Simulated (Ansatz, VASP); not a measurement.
**Two plane-wave programs on Lu**

The input INCAR:

```
SYSTEM = Lu
PREC     = Accurate       ! precision mode
ENCUT    = 520            ! plane-wave cutoff, eV
EDIFF    = 1E-6           ! SCF threshold, eV
ISMEAR   = 1              ! smearing method
SIGMA    = 0.0327         ! smearing width, eV
LREAL    = .FALSE.        ! projectors in reciprocal space
LASPH    = .TRUE.         ! aspherical terms in the spheres
NELM     = 100            ! most SCF steps
ALGO     = Normal         ! electronic algorithm
ISIF     = 2              ! what is computed and relaxed
LWAVE    = .FALSE.        ! write WAVECAR
LCHARG   = .TRUE.         ! write CHGCAR
GGA      = PE             ! functional
LELF     = .TRUE.         ! ELF
LVHAR    = .TRUE.       
NBANDS   = 32             ! bands
```

Contents of KPOINTS:

```
Automatic mesh
0
G
  9 9 5
  0 0 0
```

File POSCAR:

```
Lu
1.0
    3.4081370000      0.0000000000      0.0000000000
   -1.7040690000      2.9515350000      0.0000000000
    0.0000000000      0.0000000000      5.4202130000
Lu
2
Direct
    0.3333300000      0.6666700000      0.2500000000
    0.6666600000      0.3333300000      0.7500000000
```

Input for Ansatz:

```yaml
crystal:
  lattice:
    - [3.408137, 0.0, 0.0]
    - [-1.704069, 2.951535, 0.0]
    - [0.0, 0.0, 5.420213]
  atoms:
    - { symbol: Lu, position: [0.33333, 0.66667, 0.25] }
    - { symbol: Lu, position: [0.66666, 0.33333, 0.75] }
  symmetry: { tolerance: 0.0003 }
kpoints:
  mp_grid: { grid: [9, 9, 5], shift: [0, 0, 0] }
  band_path:
    path:
      - [0.0, 0.0, 0.0]
      - [0.5, 0.0, 0.0]
      - [0.33333333, 0.33333333, 0.0]
      - [0.0, 0.0, 0.0]
      - [0.0, 0.0, 0.5]
      - [0.5, 0.0, 0.5]
      - [0.33333333, 0.33333333, 0.5]
      - [0.0, 0.0, 0.5]
      - [0.5, 0.0, 0.5]
      - [0.5, 0.0, 0.0]
      - [0.33333333, 0.33333333, 0.5]
    npoints: 6
magnetization:
  spin_polarized: false
scf:
  occupations: { method: methfessel_paxton, width: 0.0327 }
  lower_state_search: "off"
  max_iter: 200
hamiltonian:
  pseudopotentials: { kind: paw }
  xc: pbe
basis:
  ecutwfc: 420
  fft_grid_basis: typed
output:
  forces: true
  stress: true
  eigenvalues: true
  bader: true
  populations: true
  elf: true
  write_potential: true
  volumetric_format: npy
  dos:
    e_range: [-12, 8]
    de: 0.05
    projected: { site_lists: { Lu: [Lu] } }
checkpoint:
  read: saved_state
```

Alike in both runs: task single point; functional PBE; k mesh 9 × 9 × 5; occupations methfessel-paxton of order 1, width 0.0327 eV; no spin polarisation.

```csv
,VASP,Ansatz
version,VASP 6.6.1,Ansatz 0.2.0
potentials or method,"VASP PAW PBE potentials, release 64 (Lu), cutoff 520 eV",PAW plane waves
valence electrons in the cell,50,50
```

Ansatz gave:

| Property | Result |
| --- | --- |
| pressure (GPa) | 3.3 |
| traceless stress, the component that is largest in VASP (GPa) | -0.87 |

Task: Estimate VASP's values.

Result: Pressure (GPa): 3.5; traceless stress, the component that is largest in VASP (GPa): -0.86.

With one functional, cell and mesh, what is left measures potentials, basis and numerics. Ansatz's warnings: structure snapped to symmetry.

Neither program's run includes spin-orbit coupling.
